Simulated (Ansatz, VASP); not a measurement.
## TaAs in VASP and in Ansatz

```
CELL_PARAMETERS angstrom
-1.72181 1.72181 5.86794
1.72181 -1.72181 5.86794
1.72181 1.72181 -5.86794
ATOMIC_POSITIONS crystal
Ta 0.49997 0.49997 0.00000
Ta 0.24997 0.74997 0.50000
As 0.08263 0.08263 0.00000
As 0.83263 0.33263 0.50000
```

Alike in both runs: functional RPBE; k mesh 11 × 11 × 11; occupations fermi-dirac, width 0.05 eV; no spin polarisation.

|  | VASP | Ansatz |
| --- | --- | --- |
| version | VASP 6.6.1 | Ansatz 0.2.0 |
| potentials or method | VASP PAW PBE potentials, release 64 (Ta_pv, As) | Ansatz PAW |
| plane-wave cutoff (eV) | 520 | 420 |
| valence electrons in the cell | 32 | 56 |
| task | single point | band structure |

Ansatz gave:

| Quantity | Value |
| --- | --- |
| gap on the k mesh at the Fermi level (eV) | none |
| pressure (GPa) | 5.0 |
| traceless stress, the component that is largest in VASP (GPa) | -0.86 |
| rms of the force components (eV/Å) | 0.015 |

Task: What did VASP give for the same quantities?

Result: gap on the k mesh at the Fermi level (eV): none; pressure (GPa): 5.4; traceless stress, the component that is largest in VASP (GPa): -0.93; rms of the force components (eV/Å): 0.016.

VASP's potentials were made for PBE, not for RPBE. Atom by atom the forces differ by 0.001 eV/Å (rms over components). A gap of «none» marks a metal or a gap that the smearing closes. VASP's potentials hold 32 valence electrons a cell and Ansatz's 56, so a difference there can come from the potentials and not from the codes.

Neither program's run includes spin-orbit coupling.
